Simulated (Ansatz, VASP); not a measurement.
# I: VASP beside Ansatz

The input INCAR:

```
  PREC = Accurate
  ENCUT = 520
  EDIFF = 1E-6
  ISMEAR = 0
  SIGMA = 0.025
  LREAL = False
  LASPH = True
  NELM = 60
  ALGO = Normal
  ISIF = 2
  LWAVE = False
  LCHARG = False
  GGA = PE
  NBANDS = 10
```

File KPOINTS:

```
Automatic mesh
0
Gamma
  9 9 9
```

File POSCAR:

```
I
1.0
    0.0000000000      2.3656004428      3.9098401324
    2.1922454667      0.0000000000      3.9098401324
    2.1922454667      2.3656004428      0.0000000000
I
1
Direct
    0.0000000000      0.0000000000      0.0000000000
```

Contents of input.yaml:

```yaml
crystal:
  lattice:
    - [0.0, 2.3656004428, 3.9098401324]
    - [2.1922454667, 0.0, 3.9098401324]
    - [2.1922454667, 2.3656004428, 0.0]
  atoms:
    - { symbol: I, position: [0.0, 0.0, 0.0] }
hamiltonian:
  xc: pbe
  pseudopotentials: { kind: paw }
kpoints:
  mp_grid: { grid: [9, 9, 9] }
scf:
  occupations: { method: gaussian, width: 0.025 }
output:
  forces: true
  stress: true
  eigenvalues: true
```

Alike in both runs: task single point; functional PBE; k mesh 9 × 9 × 9; occupations gaussian, width 0.025 eV; no spin polarisation.

|  | VASP | Ansatz |
| --- | --- | --- |
| version | VASP 6.6.1 | Ansatz 0.2.0 |
| potentials or method | VASP PAW PBE potentials, release 64 (I) | Ansatz PAW |
| plane-wave cutoff (eV) | 520 | 420 |
| valence electrons in the cell | 7 | 17 |

```tsv
	VASP	Ansatz	Ansatz less VASP
gap on the k mesh at the Fermi level (eV)	none	none	-
pressure (GPa)	0.4	0.4	+0.03
traceless stress, the component that is largest in VASP (GPa)	0.35	0.32	-0.034
```

A gap of «none» marks a metal or a gap that the smearing closes. With one functional, cell and mesh, what is left measures potentials, basis and numerics. VASP's potentials hold 7 valence electrons a cell and Ansatz's 17, so a difference there can come from the potentials and not from the codes.

Neither program's run includes spin-orbit coupling.
